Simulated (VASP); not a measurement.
# TaN (F-43m) in VASP: single point with r2SCAN

Aim: the single point of TaN with r2SCAN.

Program: VASP 6.6.1. These are calculated values, not measurements. Logs are shortened: lines on timing, memory, paths and dates and some standing lists are left out, and cuts for length are marked.

### 1 The cell of the first run

It takes space group F-43m (No. 216, cubic). The conventional cell has a = 4.733 Å, b = 4.733 Å, c = 4.733 Å, α = 90.00°, β = 90.00°, γ = 90.00°. Within 2.7 Å of Ta (site symmetry -43m) lie 4 N at 2.05 Å. Within 2.7 Å of N (site symmetry -43m) lie 4 Ta at 2.05 Å.

### 2 Single point, r2SCAN, collinear spin

Contents of POSCAR:

```
TaN
1.0
    0.0000000000      2.3665051011      2.3665051011
    2.3665051011      0.0000000000      2.3665051011
    2.3665051011      2.3665051011      0.0000000000
Ta N
1 1
Direct
    0.0000000000      0.0000000000      0.0000000000
    0.2500000000      0.2500000000      0.2500000000
```

Contents of INCAR.step1:

```
SYSTEM = TaN
PREC = Accurate
ENCUT = 770
ISMEAR = 0
SIGMA = 0.05
LREAL = .FALSE.
LASPH = .TRUE.
NELM = 200
ISPIN = 2
MAGMOM = 2 0
LMAXMIX = 4
NBANDS = 20
GGA = PE
ALGO = Normal
EDIFF = 1E-5
LWAVE = .TRUE.
LCHARG = .FALSE.
GGA_COMPAT = .FALSE.
```

Contents of INCAR.step2:

```
SYSTEM = TaN
PREC = Accurate
ENCUT = 770
EDIFF = 1E-6
ISMEAR = 0
SIGMA = 0.05
LREAL = .FALSE.
LASPH = .TRUE.
NELM = 200
ALGO = Normal
ISIF = 2
LWAVE = .FALSE.
LCHARG = .FALSE.
ISPIN = 2
MAGMOM = 2 0
LORBIT = 11
LMAXMIX = 4
METAGGA = R2SCAN
LMIXTAU = .TRUE.
NBANDS = 20
ISTART = 1
GGA_COMPAT = .FALSE.
```

Contents of KPOINTS:

```
Automatic mesh
0
G
  12 12 12
  0 0 0
```

Potentials or basis: VASP PAW PBE potentials, release 64 (Ta_sv_GW, N).

Started as:

```
cat potpaw_PBE.64/Ta_sv_GW/POTCAR potpaw_PBE.64/N/POTCAR > POTCAR
cp INCAR.step1 INCAR
mpirun -np 1 vasp_std > vasp.out
cp INCAR.step2 INCAR
mpirun -np 1 vasp_std > vasp.out
```

OUTCAR:

```text
SYSTEM = TaN
   PREC = Accurate
   ENCUT = 770
   EDIFF = 1E-6
   ISMEAR = 0
   LREAL = .FALSE.
   LASPH = .TRUE.
   NELM = 200
   ISIF = 2
   ISPIN = 2
   LORBIT = 11
   METAGGA = R2SCAN
   ISTART = 1

 ion  position               nearest neighbor table
   1  0.000  0.000  0.000-   2 2.05   2 2.05   2 2.05   2 2.05
   2  0.250  0.250  0.250-   1 2.05   1 2.05   1 2.05   1 2.05

  LATTYP: Found a face centered cubic cell.
 ALAT       =     4.7330102022

  Lattice vectors:

 A1 = (   0.0000000000,   2.3665051011,   2.3665051011)
 A2 = (   2.3665051011,   0.0000000000,   2.3665051011)
 A3 = (   2.3665051011,   2.3665051011,   0.0000000000)

Analysis of symmetry for initial positions (statically):
=====================================================================
 Subroutine PRICEL returns:
 Original cell was already a primitive cell.

 Routine SETGRP: Setting up the symmetry group for a
 face centered cubic supercell.

 Subroutine GETGRP returns: Found 24 space group operations
 (whereof 24 operations were pure point group operations)
 out of a pool of 48 trial point group operations.

The static configuration has the point symmetry T_d .

Analysis of symmetry for dynamics (positions and initial velocities):
=====================================================================
 Subroutine PRICEL returns:
 Original cell was already a primitive cell.

 Routine SETGRP: Setting up the symmetry group for a
 face centered cubic supercell.

 Subroutine GETGRP returns: Found 24 space group operations
 (whereof 24 operations were pure point group operations)
 out of a pool of 48 trial point group operations.

The dynamic configuration has the point symmetry T_d .

Analysis of structural, dynamic, and magnetic symmetry:
=====================================================================
 Subroutine PRICEL returns:
 Original cell was already a primitive cell.

 Routine SETGRP: Setting up the symmetry group for a
 face centered cubic supercell.

 Subroutine GETGRP returns: Found 24 space group operations
 (whereof 24 operations were pure point group operations)
 out of a pool of 48 trial point group operations.

The overall configuration has the point symmetry T_d .

 Subroutine INISYM returns: Found 24 space group operations
[... 115 lines left out ...]
   IMIX   =      4    mixing-type and parameters
     AMIX     =   0.40;   BMIX     =  1.00
     AMIX_MAG =   1.60;   BMIX_MAG =  1.00
  volume/ion in A,a.u.               =      13.25        89.44
  Fermi-wavevector in a.u.,A,eV,Ry     =   1.438958  2.719237 28.172239  2.070601
  Thomas-Fermi vector in A             =   2.557867
   LORBIT       =     11    0 simple, 1 ext, 2 COOP (PROOUT), +10 PAW based schemes
   METAGGA = R2SCAN    functional components
   LHFCALC =     F    Hartree Fock is set to
   AEXX    =    0.0000 exact exchange contribution
   IVDW    =     0    specifies the selected vdW correction
   LEPSILON=     F    determine dielectric tensor
   LRPA    =     F    only Hartree local field effects (RPA)
 spin polarized calculation
 Gauss-broadening in eV      SIGMA  =   0.05
  energy-cutoff  :      770.00
  volume of cell :       26.51
 maximum number of plane-waves:      1304
   NGX = 15   NGY = 15   NGZ = 15

 number of electron      18.0000000 magnetization       0.0000017

 Free energy of the ion-electron system (eV)
  ---------------------------------------------------
  ext. energy  EPLUGINS =         0.00000000
  ---------------------------------------------------
  free energy    TOTEN  =       -61.90686989 eV

  energy without entropy =      -61.90482483  energy(sigma->0) =      -61.90584736

 E-fermi :  10.5123     XC(G=0): -13.1303

 val. band max:       10.5095697540   @ k =  -0.2500   0.4167   0.1667
 cond. band min:      10.5419629627   @ k =  -0.3333   0.4167   0.1667
 fundamental gap:      0.0323932087
 Fermi energy:        10.5122562428

 spin component 1

 k-point     1 :       0.0000    0.0000    0.0000
  band No.  band energies     occupation
      1     -60.9495      1.00000
      2     -26.5759      1.00000
      3     -26.5759      1.00000
      4     -26.5759      1.00000
      5      -8.3063      1.00000
      6       2.9615      1.00000
[... 541 lines left out ...]
     19      31.4749      0.00000
     20      33.0873      0.00000

 [... further k-points ...]

 spin component 2

 k-point     1 :       0.0000    0.0000    0.0000
  band No.  band energies     occupation
      1     -60.9495      1.00000
      2     -26.5759      1.00000
      3     -26.5759      1.00000
      4     -26.5759      1.00000
      5      -8.3063      1.00000
      6       2.9615      1.00000
[... 541 lines left out ...]
     19      31.4749      0.00000
     20      33.0873      0.00000

 [... further k-points ...]

------------------------ aborting loop because EDIFF is reached ----------------------------------------

  FORCE on cell =-STRESS in cart. coord.  units (eV):
  Direction    XX          YY          ZZ          XY          YZ          ZX
  --------------------------------------------------------------------------------------
  -------------------------------------------------------------------------------------
  Total        0.0311223      0.0311223      0.0311223      0.0000000     -0.0000000      0.0000000
  in kB        1.8811756      1.8811756      1.8811756      0.0000000     -0.0000000      0.0000000
  external PRESSURE =       1.8811756 kB  Pullay stress =       0.0000000 kB

 VOLUME and BASIS-vectors are now :
 -----------------------------------------------------------------------------
  energy-cutoff  :      770.00
  volume of cell :       26.51
      direct lattice vectors                 reciprocal lattice vectors
     0.000000000  2.366505101  2.366505101    -0.211282029  0.211282029  0.211282029
     2.366505101  0.000000000  2.366505101     0.211282029 -0.211282029  0.211282029
     2.366505101  2.366505101  0.000000000     0.211282029  0.211282029 -0.211282029

 POSITION                                       TOTAL-FORCE (eV/Angst)
 -----------------------------------------------------------------------------------
      0.00000      0.00000      0.00000         0.000000      0.000000      0.000000
      1.18325      1.18325      1.18325        -0.000000     -0.000000     -0.000000
 -----------------------------------------------------------------------------------
    total drift:                               -0.000000     -0.000000     -0.000000

  FREE ENERGIE OF THE ION-ELECTRON SYSTEM (eV)
  ---------------------------------------------------
  free  energy   TOTEN  =       -61.9068698878 eV

  energy  without entropy=      -61.9048248284  energy(sigma->0) =      -61.90584736

 total charge

# of ion       s       p       d       f       tot
--------------------------------------------------
    1        2.694   6.059   2.302   0.110  11.166
    2        1.262   2.550   0.000   0.000   3.812
--------------------------------------------------
tot          3.956   8.609   2.302   0.110  14.977

 magnetization (x)

# of ion       s       p       d       f       tot
--------------------------------------------------
    1       -0.000   0.000   0.000   0.000   0.000
    2       -0.000  -0.000   0.000   0.000  -0.000
--------------------------------------------------
tot         -0.000  -0.000   0.000   0.000   0.000
```

OSZICAR.step1:

```text
N       E                     dE             d eps       ncg     rms          rms(c)
DAV:   1     0.127926524262E+03    0.12793E+03   -0.12944E+04  5760   0.124E+03
DAV:   2    -0.227681912330E+02   -0.15069E+03   -0.14265E+03  7324   0.317E+02
DAV:   3    -0.282541306572E+02   -0.54859E+01   -0.54434E+01  7084   0.540E+01
DAV:   4    -0.283002080668E+02   -0.46077E-01   -0.46071E-01  6668   0.554E+00
DAV:   5    -0.283015237453E+02   -0.13157E-02   -0.13157E-02  7900   0.620E-01    0.543E+01
DAV:   6    -0.241816031760E+02    0.41199E+01   -0.92608E+00  7552   0.250E+01    0.676E+01
DAV:   7    -0.240947826824E+02    0.86820E-01   -0.61405E-01  6356   0.566E+00    0.341E+01
DAV:   8    -0.240295128746E+02    0.65270E-01   -0.11856E-01  7568   0.258E+00    0.279E+01
DAV:   9    -0.240240047338E+02    0.55081E-02   -0.13347E-02  6648   0.869E-01    0.108E+01
DAV:  10    -0.240236350260E+02    0.36971E-03   -0.52845E-03  6440   0.613E-01    0.115E+00
DAV:  11    -0.240235602896E+02    0.74736E-04   -0.73272E-04  6152   0.211E-01    0.203E-01
DAV:  12    -0.240236146706E+02   -0.54381E-04   -0.11428E-04  6548   0.796E-02    0.109E-01
DAV:  13    -0.240236206175E+02   -0.59469E-05   -0.74962E-06  4364   0.195E-02
   1 F= -.24023621E+02 E0= -.24022158E+02  d E =-.292478E-02  mag=    -0.0002
```

Wall time 5.6 min (1 thread of Intel Xeon Platinum 8488C (Sapphire Rapids), shared host); peak memory 0.28 GiB.

What came out:

| Property | Result |
| --- | --- |
| Free energy | -61.9069 eV |
| Pressure | 0.2 GPa |
| Band gap on the k mesh | zero (filled and empty bands overlap) |
| Net moment | 0.00 μB per cell |
| Valence electrons inside the program's atomic spheres | Ta 11.17; N 3.81 |

Caveat: the PAW data sets were made with another functional, which shifts forces and pressure a little; spin-orbit coupling is left out, which moves the levels of the heavy elements.

The gap in the log of VASP goes by the Fermi energy; the results here count the filled bands.